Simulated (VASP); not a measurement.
# Co (P6_3/mmc) in VASP: a series of runs

Co is run at these levels: LDA, BLYP+D3(BJ); tasks: single point.

All numbers are computed with VASP 6.6.1; they aren't measurements. Logs are shortened: lines on timing, memory, paths and dates and some standing lists are left out, and cuts for length are marked.

## 1. The cell of the first run

It takes space group P6_3/mmc (No. 194, hexagonal). The conventional cell has a = 2.428 Å, b = 2.428 Å, c = 3.917 Å, α = 90.00°, β = 90.00°, γ = 120.00°. Co (site symmetry -6m2) has 12 Co at 2.41 to 2.43 Å within 3.2 Å.

## 2. Single point, LDA, collinear spin, ferromagnetic start

INCAR

```
SYSTEM = Co
  PREC = Accurate
  ENCUT = 520
  EDIFF = 1E-7
  ISMEAR = -1
  SIGMA = 0.05
  LREAL = .FALSE.
  LASPH = .TRUE.
  NELM = 150
  ALGO = Normal
  ISIF = 2
  LWAVE = .FALSE.
  LCHARG = .TRUE.
  ISPIN = 2
  MAGMOM = 2 2
  LORBIT = 11
  LMAXMIX = 4
  LELF = .TRUE.
  LVHAR = .TRUE.
  NBANDS = 20
```

KPOINTS

```
Automatic mesh
0
G
  12 12 7
  0 0 0
```

POSCAR

```
Co
1.0
    2.4275782398      0.0000000000      0.0000000000
   -1.2137891199      2.1023444254      0.0000000000
    0.0000000000      0.0000000000      3.9171036859
Co
2
Direct
    0.3333333333      0.6666666667      0.7500015324
    0.6666666667      0.3333333333      0.2499984676
```

Potentials or basis: VASP PAW LDA potentials, release 64 (Co).

Launch:

```
cat potpaw_LDA.64/Co/POTCAR > POTCAR
mpirun -np 1 vasp_std > vasp.out
```

OUTCAR:

```text
SYSTEM = Co
   PREC = Accurate
   ENCUT = 520
   EDIFF = 1E-7
   ISMEAR = -1
   LREAL = .FALSE.
   LASPH = .TRUE.
   NELM = 150
   ISIF = 2
   ISPIN = 2
   LORBIT = 11

 ion  position               nearest neighbor table
   1  0.333  0.667  0.750-   2 2.41   2 2.41   2 2.41   2 2.41   2 2.41   2 2.41
   2  0.667  0.333  0.250-   1 2.41   1 2.41   1 2.41   1 2.41   1 2.41   1 2.41

  LATTYP: Found a hexagonal cell.
 ALAT       =     2.4275782398
 C/A-ratio  =     1.6135849390

  Lattice vectors:

 A1 = (   2.4275782398,   0.0000000000,   0.0000000000)
 A2 = (  -1.2137891199,   2.1023444254,   0.0000000000)
 A3 = (   0.0000000000,   0.0000000000,   3.9171036859)

Analysis of symmetry for initial positions (statically):
=====================================================================
 Subroutine PRICEL returns:
 Original cell was already a primitive cell.

 Routine SETGRP: Setting up the symmetry group for a
 hexagonal supercell.

 Subroutine GETGRP returns: Found 24 space group operations
 (whereof 12 operations were pure point group operations)
 out of a pool of 24 trial point group operations.

The static configuration has the point symmetry D_3d.
 The point group associated with its full space group is D_6h.

Analysis of symmetry for dynamics (positions and initial velocities):
=====================================================================
 Subroutine PRICEL returns:
 Original cell was already a primitive cell.

 Routine SETGRP: Setting up the symmetry group for a
 hexagonal supercell.

 Subroutine GETGRP returns: Found 24 space group operations
 (whereof 12 operations were pure point group operations)
 out of a pool of 24 trial point group operations.

The dynamic configuration has the point symmetry D_3d.
 The point group associated with its full space group is D_6h.

Analysis of structural, dynamic, and magnetic symmetry:
=====================================================================
 Subroutine PRICEL returns:
 Original cell was already a primitive cell.

 Routine SETGRP: Setting up the symmetry group for a
 hexagonal supercell.

 Subroutine GETGRP returns: Found 24 space group operations
 (whereof 12 operations were pure point group operations)
 out of a pool of 24 trial point group operations.

The overall configuration has the point symmetry D_3d.
 The point group associated with its full space group is D_6h.

 Subroutine INISYM returns: Found 24 space group operations
 (whereof 12 operations are pure point group operations),
 and found     1 'primitive' translations

----------------------------------------------------------------------------------------

                                     Primitive cell

  volume of cell :      19.9914

  direct lattice vectors                    reciprocal lattice vectors
     2.427578240  0.000000000  0.000000000     0.411933170  0.237829727  0.000000000
    -1.213789120  2.102344425  0.000000000     0.000000000  0.475659453  0.000000000
     0.000000000  0.000000000  3.917103686     0.000000000  0.000000000  0.255290664

  length of vectors
     2.427578240  2.427578240  3.917103686     0.475659453  0.475659453  0.255290664

  position of ions in fractional coordinates (direct lattice)
     0.333333333  0.666666667  0.750001532
     0.666666667  0.333333333  0.249998468

  ion indices of the primitive-cell ions
   primitive index   ion index
                 1           1
                 2           2

----------------------------------------------------------------------------------------

 KPOINTS: Automatic mesh

Automatic generation of k-mesh.
 Grid dimensions read from file:
 generate k-points for:   12   12    7

 Generating k-lattice:

  Cartesian coordinates                     Fractional coordinates (reciprocal lattice)
     0.034327764  0.019819144  0.000000000     0.083333333  0.000000000  0.000000000
     0.000000000  0.039638288  0.000000000     0.000000000  0.083333333  0.000000000
     0.000000000  0.000000000  0.036470095     0.000000000  0.000000000  0.142857143

  Length of vectors
     0.039638288  0.039638288  0.036470095

  Shift w.r.t. Gamma in fractional coordinates (k-lattice)
     0.000000000  0.000000000  0.000000000

 Subroutine IBZKPT returns following result:
 ===========================================

 Found     76 irreducible k-points:

 Following reciprocal coordinates:
            Coordinates               Weight
  0.000000  0.000000  0.000000      1.000000
  0.083333 -0.000000  0.000000      6.000000
  0.166667  0.000000  0.000000      6.000000
  0.250000 -0.000000  0.000000      6.000000
  0.333333  0.000000  0.000000      6.000000
  0.416667 -0.000000  0.000000      6.000000
[... 16 lines left out ...]
  0.250000 -0.000000  0.142857     12.000000
  0.333333  0.000000  0.142857     12.000000
 [... further k-points ...]
   k-points           NKPTS =     76   k-points in BZ     NKDIM =     76   number of bands    NBANDS=     20
   number of dos      NEDOS =    301   number of ions     NIONS =      2
   total plane-waves  NPLWV =   9720
   dimension x,y,z NGX =    18 NGY =   18 NGZ =   30
   dimension x,y,z NGXF=    36 NGYF=   36 NGZF=   60
   ions per type =               2
   NGX,Y,Z   is equivalent  to a cutoff of  12.33, 12.33, 12.73 a.u.
   NGXF,Y,Z  is equivalent  to a cutoff of  24.65, 24.65, 25.46 a.u.
 SYSTEM =  Co
   PREC   = accura    normal or accurate (medium, high low for compatibility)
   ISTART =      0    job   : 0-new  1-cont  2-samecut
   ICHARG =      2    charge: 1-file 2-atom 10-const
   ISPIN  =      2    spin polarized calculation?
   LNONCOLLINEAR =      F non collinear calculations
   LSORBIT =      F    spin-orbit coupling
   LASPH  =      T    aspherical Exc in radial PAW
   ENCUT  =  520.0 eV  38.22 Ry    6.18 a.u.   4.51  4.51  7.28*2*pi/ulx,y,z
   NELM   =    150;   NELMIN=  2; NELMDL= -5     # of ELM steps
   EDIFF  = 0.1E-06   stopping-criterion for ELM
   LREAL  =      F    real-space projection
   EDIFFG = 0.1E-05   stopping-criterion for IOM
   NSW    =      0    number of steps for IOM
   IBRION =     -1    ionic relax: 0-MD 1-quasi-New 2-CG
   NFREE  =      0    steps in history (QN), initial steepest desc. (CG)
   ISIF   =      2    stress and relaxation
   ISYM   =      2    0-nonsym 1-usesym 2-fastsym
   POTIM  = 0.5000    time-step for ionic-motion
   TEBEG  =    0.0;   TEEND  =   0.0 temperature during run
   PSTRESS=    0.0 pullay stress
   NELECT =      18.0000    total number of electrons
   NUPDOWN=      -1.0000    fix difference up-down
   EMIN   =  10.00;   EMAX   =-10.00  energy-range for DOS
   EFERMI =   0.00;   METHOD = LEGACY
   ISMEAR =    -1;   SIGMA  =   0.05  broadening in eV -4-tet -1-fermi 0-gaus
   EFERMI_NEDOS =   21; number of points for ismear=-14 and -15
   IALGO  =     38    algorithm
   IMIX   =      4    mixing-type and parameters
     AMIX     =   0.40;   BMIX     =  1.00
     AMIX_MAG =   1.60;   BMIX_MAG =  1.00
  volume/ion in A,a.u.               =      10.00        67.45
  Fermi-wavevector in a.u.,A,eV,Ry     =   1.580829  2.987334 34.001243  2.499021
  Thomas-Fermi vector in A             =   2.680997
   LORBIT       =     11    0 simple, 1 ext, 2 COOP (PROOUT), +10 PAW based schemes
   GGA     = CA    functional components
   LHFCALC =     F    Hartree Fock is set to
   AEXX    =    0.0000 exact exchange contribution
   IVDW    =     0    specifies the selected vdW correction
   LEPSILON=     F    determine dielectric tensor
   LRPA    =     F    only Hartree local field effects (RPA)
 spin polarized calculation
  energy-cutoff  :      520.00
  volume of cell :       19.99
 maximum number of plane-waves:       555
   NGX =  9   NGY =  9   NGZ = 15

 number of electron      17.9999993 magnetization       2.9589360

 Free energy of the ion-electron system (eV)
  ---------------------------------------------------
  ext. energy  EPLUGINS =         0.00000000
  ---------------------------------------------------
  free energy    TOTEN  =       -16.25904372 eV

  energy without entropy =      -16.24517759  energy(sigma->0) =      -16.25211066

 E-fermi :  11.1016     XC(G=0): -14.2256

 val. band max:       11.0849912238   @ k =   0.2500  -0.0000   0.1429
 cond. band min:      11.1244924149   @ k =   0.3333   0.0833   0.4286
 fundamental gap:      0.0395011911
 Fermi energy:        11.1016319256

 spin component 1

 k-point     1 :       0.0000    0.0000    0.0000
  band No.  band energies     occupation
      1       1.7359      1.00000
      2       5.6714      1.00000
      3       8.5530      1.00000
      4       8.5694      1.00000
      5       8.5694      1.00000
      6       8.9372      1.00000
[... 12 lines left out ...]
     19      38.4141      0.00000
     20      38.4141      0.00000

 k-point     2 :       0.0833   -0.0000    0.0000
  band No.  band energies     occupation
      1       1.9945      1.00000
      2       5.8316      1.00000
      3       8.2957      1.00000
      4       8.6993      1.00000
      5       8.7807      1.00000
      6       8.8827      1.00000
[... 12 lines left out ...]
     19      39.5620      0.00000
     20      40.8675      0.00000

 k-point     3 :       0.1667    0.0000    0.0000
  band No.  band energies     occupation
      1       2.7401      1.00000
      2       6.2271      1.00000
      3       7.9743      1.00000
      4       8.3058      1.00000
      5       8.6818      1.00000
      6       9.0523      1.00000
[... 12 lines left out ...]
     19      38.8640      0.00000
     20      41.3314      0.00000

 k-point     4 :       0.2500   -0.0000    0.0000
  band No.  band energies     occupation
      1       3.8598      1.00000
      2       6.5414      1.00000
      3       7.4864      1.00000
      4       7.7743      1.00000
      5       8.5733      1.00000
      6       8.8081      1.00000
[... 429 lines left out ...]
 k-point    23 :       0.2500   -0.0000    0.1429
  band No.  band energies     occupation
      1       4.0254      1.00000
      2       6.5883      1.00000
      3       7.3615      1.00000
      4       7.8213      1.00000
      5       8.4365      1.00000
      6       8.8384      1.00000
[... 12 lines left out ...]
     19      37.4883      0.00000
     20      38.6096      0.00000

 k-point    24 :       0.3333    0.0000    0.1429
  band No.  band energies     occupation
      1       5.1339      1.00000
      2       6.4973      1.00000
      3       6.9231      1.00000
      4       7.7665      1.00000
      5       8.6189      1.00000
      6       8.6670      1.00000
[... 12 lines left out ...]
     19      35.6441      0.00000
     20      37.2640      0.00000

 [... further k-points ...]

 spin component 2

 k-point     1 :       0.0000    0.0000    0.0000
  band No.  band energies     occupation
      1       1.9223      1.00000
      2       6.5313      1.00000
      3       9.9200      1.00000
      4       9.9219      1.00000
      5       9.9219      1.00000
      6      10.3344      1.00000
[... 12 lines left out ...]
     19      38.8424      0.00000
     20      38.8424      0.00000

 k-point     2 :       0.0833   -0.0000    0.0000
  band No.  band energies     occupation
      1       2.1821      1.00000
      2       6.7068      1.00000
      3       9.6175      1.00000
      4      10.0611      1.00000
      5      10.1625      1.00000
      6      10.2682      1.00000
[... 12 lines left out ...]
     19      39.7008      0.00000
     20      41.2871      0.00000

 k-point     3 :       0.1667    0.0000    0.0000
  band No.  band energies     occupation
      1       2.9347      1.00000
      2       7.1514      1.00000
      3       9.2342      1.00000
      4       9.2908      1.00000
      5      10.0276      1.00000
      6      10.4563      1.00000
[... 12 lines left out ...]
     19      39.1336      0.00000
     20      41.7876      0.00000

 k-point     4 :       0.2500   -0.0000    0.0000
  band No.  band energies     occupation
      1       4.0852      1.00000
      2       7.5561      1.00000
      3       8.4849      1.00000
      4       8.9291      1.00000
      5       9.8747      1.00000
      6      10.2052      1.00000
[... 429 lines left out ...]
 k-point    23 :       0.2500   -0.0000    0.1429
  band No.  band energies     occupation
      1       4.2614      1.00000
      2       7.5515      1.00000
      3       8.3447      1.00000
      4       8.9807      1.00000
      5       9.7474      1.00000
      6      10.2345      1.00000
[... 12 lines left out ...]
     19      37.9377      0.00000
     20      39.0354      0.00000

 k-point    24 :       0.3333    0.0000    0.1429
  band No.  band energies     occupation
      1       5.5206      1.00000
      2       7.5272      1.00000
      3       7.9168      1.00000
      4       8.8583      1.00000
      5       9.8654      1.00000
      6      10.0464      1.00000
[... 12 lines left out ...]
     19      36.1267      0.00000
     20      37.6877      0.00000

 [... further k-points ...]
[... 5 lines left out ...]
  --------------------------------------------------------------------------------------
  -------------------------------------------------------------------------------------
  Total       -0.1109286     -0.1109286     -0.1295904      0.0000000      0.0000000      0.0000000
  in kB       -8.8902066     -8.8902066    -10.3858303      0.0000000      0.0000000      0.0000000
  external PRESSURE =      -9.3887478 kB  Pullay stress =       0.0000000 kB

 VOLUME and BASIS-vectors are now :
 -----------------------------------------------------------------------------
  energy-cutoff  :      520.00
  volume of cell :       19.99
      direct lattice vectors                 reciprocal lattice vectors
     2.427578240  0.000000000  0.000000000     0.411933170  0.237829727  0.000000000
    -1.213789120  2.102344425  0.000000000     0.000000000  0.475659453  0.000000000
     0.000000000  0.000000000  3.917103686     0.000000000  0.000000000  0.255290664

 POSITION                                       TOTAL-FORCE (eV/Angst)
 -----------------------------------------------------------------------------------
     -0.00000      1.40156      2.93783        -0.000000      0.000000      0.000000
      1.21379      0.70078      0.97927         0.000000     -0.000000      0.000000
 -----------------------------------------------------------------------------------
    total drift:                                0.000000      0.000121      0.000159

  FREE ENERGIE OF THE ION-ELECTRON SYSTEM (eV)
  ---------------------------------------------------
  free  energy   TOTEN  =       -16.2590437233 eV

  energy  without entropy=      -16.2451775888  energy(sigma->0) =      -16.25211066

 total charge

# of ion       s       p       d       tot
------------------------------------------
    1        0.523   0.591   7.340   8.454
    2        0.523   0.591   7.340   8.454
--------------------------------------------------
tot          1.047   1.181  14.679  16.907

 magnetization (x)

# of ion       s       p       d       tot
------------------------------------------
    1       -0.013  -0.038   1.523   1.472
    2       -0.013  -0.038   1.523   1.472
--------------------------------------------------
tot         -0.026  -0.076   3.047   2.944
```

It took 26 s on 1 thread of Intel Xeon 6975P-C (Granite Rapids), shared host; peak memory 0.15 GiB.

What came out:

| Item | Value |
| --- | --- |
| Free energy | -16.2590 eV |
| Pressure | -0.9 GPa |
| Net moment | 2.96 μB per cell |
| Site moments | Co +1.47 μB |
| Valence electrons inside the program's atomic spheres | Co 8.45 |

Stress tensor (GPa, compression positive):
```
-0.89  0.00  0.00
 0.00 -0.89  0.00
 0.00  0.00 -1.04
```

## 3. Single point, BLYP+D3(BJ), collinear spin, ferromagnetic start

This run uses another cell than the first one, of 10.58 Å³/atom, 1.058 times its volume.

INCAR

```
PREC = Accurate
ENCUT = 520
EDIFF = 1E-6
ISMEAR = -1
SIGMA = 0.05
LREAL = False
LASPH = True
NELM = 150
ALGO = Fast
ISIF = 2
LWAVE = False
LCHARG = False
ISPIN = 2
MAGMOM = 2 2
LORBIT = 11
LMAXMIX = 4
GGA = B5
ALDAX = 1.0
AGGAX = 1.0
AGGAC = 1.0
ALDAC = 0.0
IVDW = 12
VDW_S6 = 1.0
VDW_S8 = 2.6996
VDW_A1 = 0.4298
VDW_A2 = 4.2359
NBANDS = 20
```

KPOINTS

```
regular mesh
0
Gamma
  12 12 7
```

POSCAR

```
Co
1.0
    2.4749075075      0.0000000000      0.0000000000
   -1.2374537538      2.1433327735      0.0000000000
    0.0000000000      0.0000000000      3.9883127163
Co
2
Direct
    0.3333333333      0.6666666667      0.7499984073
    0.6666666667      0.3333333333      0.2500015927
```

Potentials or basis: VASP PAW PBE potentials, release 64 (Co).

Launch:

```
cat potpaw_PBE.64/Co/POTCAR > POTCAR
mpirun -np 1 vasp_std > vasp.out
```

Run time: 31 s. Hardware: 1 thread of Intel Xeon 6975P-C (Granite Rapids), shared host; peak memory 0.17 GiB.

It converged, with:

```yaml
Free_energy: -14.0192 eV
Pressure: -0.6 GPa
Net_moment: 3.09 μB per cell
Site_moments: Co +1.56 μB
Valence_electrons_inside_the_program's_atomic_spheres: Co 8.35
Dispersion_energy_per_atom: -0.979 eV
```

Levels at points of the mesh, in eV from the Fermi level:
Spin up:
| k point | band 7 | band 8 | band 9 | band 10 | band 11 | band 12 | band 13 | band 14 | band 15 | band 16 |
| --- | --- | --- | --- | --- | --- | --- | --- | --- | --- | --- |
| (0.00, 0.00, 0.00) | -2.24 | -1.89 | -1.89 | -0.72 | -0.72 | 0.20 | 6.73 | 22.51 | 24.94 | 24.94 |
| (0.50, 0.00, 0.00) | -2.13 | -0.60 | -0.48 | -0.43 | 1.52 | 3.56 | 10.08 | 10.68 | 13.32 | 14.42 |
Spin down:
```
           k point  band 3  band 4  band 5  band 6  band 7  band 8  band 9  band 10  band 11  band 12
(0.00, 0.00, 0.00)   -1.04   -1.04   -1.04   -0.66   -0.66   -0.25   -0.25     0.20     1.04     1.04
(0.50, 0.00, 0.00)   -3.32   -1.74   -1.22   -1.06   -0.65    1.16    1.31     1.34     2.67     4.49
```

Caveat: the PAW data sets were made with another functional, which shifts forces and pressure a little; pairwise dispersion overbinds metals, which lowers pressure and volume.
